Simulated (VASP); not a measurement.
Write the native input for VASP 6.6.1 that does the following.

- Task: single point
- Functional: PBEsol
- Potentials or basis: VASP PAW PBE potentials, release 64 (Ge_d)
- Cutoff: 520 eV
- k mesh: 6 × 6 × 6
- Occupations: gaussian, width 0.15 eV
- Spin: no spin polarisation
- Dipole correction: no
- Further INCAR settings: ALGO = Normal; EDIFF = 1e-06; NBANDS = 36

The structure of Ge lies in POSCAR:

```
Ge
1.0
    0.0000000000      2.8857400000      5.1156650000
    2.6304970000      0.0000000000      5.1156650000
    2.6304970000      2.8857400000      0.0000000000
Ge
4
Direct
    0.7818670000      0.7818670000      0.2181330000
    0.2181330000      0.2181330000      0.7818670000
    0.2735100000      0.7264900000      0.2735100000
    0.7264900000      0.2735100000      0.7264900000
```

These files were run (other wordings do the same):

INCAR

```
PREC = Accurate
ENCUT = 520
EDIFF = 1E-6
ISMEAR = 0
SIGMA = 0.15
LREAL = F
LASPH = T
NELM = 100
ALGO = Normal
ISIF = 2
LWAVE = F
LCHARG = F
GGA = PS
NBANDS = 36
```

KPOINTS

```
regular mesh
0
Gamma
  6 6 6
```

Potentials or basis: VASP PAW PBE potentials, release 64 (Ge_d).

The run is started by

```bash
$ cat potpaw_PBE.64/Ge_d/POTCAR > POTCAR
$ mpirun -np 1 vasp_std > vasp.out
```

Results of the run:

| Quantity | Value |
| --- | --- |
| Pressure | -3.5 GPa |
| Largest force | 0.018 eV/Å |
| Band gap on the k mesh | zero (bands 28 and 29 overlap by 3.27 eV) |

Caveat: the cell stands under tension; the PAW data sets were made with another functional, which shifts forces and pressure a little.

Run time: 3.4 min on 1 thread of Intel Xeon 8259CL, on a shared host, peak memory 0.29 GiB.
